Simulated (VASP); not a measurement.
Wanted: the native input for a VASP 6.6.1 run.

- Task: relaxation of shape and atoms at fixed volume
- Functional: PBE
- Potentials or basis: VASP PAW PBE potentials, release 64 (Si, O)
- Cutoff: 600 eV
- k mesh: 12 × 12 × 12
- Occupations: gaussian, width 0.01 eV
- Spin: no spin polarisation
- Dipole correction: no
- Further INCAR settings: ALGO = Normal; EDIFF = 1e-06; IBRION = 2; EDIFFG = -0.01; NSW = 50; ISIF = 4

The structure of SiO lies in POSCAR:

```
SiO
1.0
   -1.9713086917      2.6395194701      3.1324517657
    1.9713086917     -2.6395194701      3.1324517657
    1.9713086917      2.6395194701     -3.1324517657
Si O
2 2
Direct
    0.5992080898      0.3492080898      0.2500000000
    0.4007919102      0.6507919102      0.7500000000
    0.5000000000      0.5000000000      0.0000000000
    0.0000000000      0.5000000000      0.5000000000
```

This cell differs from its parent crystal: volume scaled by 0.94.

The input as run:

INCAR

```
ALGO     = Normal         # electronic algorithm
EDIFF    = 1E-6           # SCF threshold, eV
EDIFFG   = -0.01          # ionic threshold
ENCUT    = 600            # plane-wave cutoff, eV
GGA      = PE             # functional
IBRION   = 2              # ionic algorithm
ISIF     = 4              # what is computed and relaxed
ISMEAR   = 0              # smearing method
LASPH    = T              # aspherical terms in the spheres
LCHARG   = F              # write CHGCAR
LREAL    = F              # projectors in reciprocal space
LWAVE    = F              # write WAVECAR
NELM     = 60             # most SCF steps
NSW      = 50             # ionic steps
PREC     = Accurate       # precision mode
SIGMA    = 0.01           # smearing width, eV
```

KPOINTS

```
k-points
0
Gamma
  12 12 12
```

Potentials or basis: VASP PAW PBE potentials, release 64 (Si, O).

Run with:

```console
$ cat potpaw_PBE.64/Si/POTCAR potpaw_PBE.64/O/POTCAR > POTCAR
$ mpirun -np 1 vasp_std > vasp.out
```

Results of the run:

```yaml
Energy_gained_by_relaxing: 2.0 meV/atom
Ionic_steps: 5
Pressure_after_relaxing: 5.9 GPa
Band_gap_on_the_k_mesh: zero (band 10 reaches 4.65 eV, above the bottom of band 11 at 4.62 eV)
```

Wall time 12 min on 1 thread of Oxide Virtual Turin-like Processor, on a shared host, peak memory 0.38 GiB.
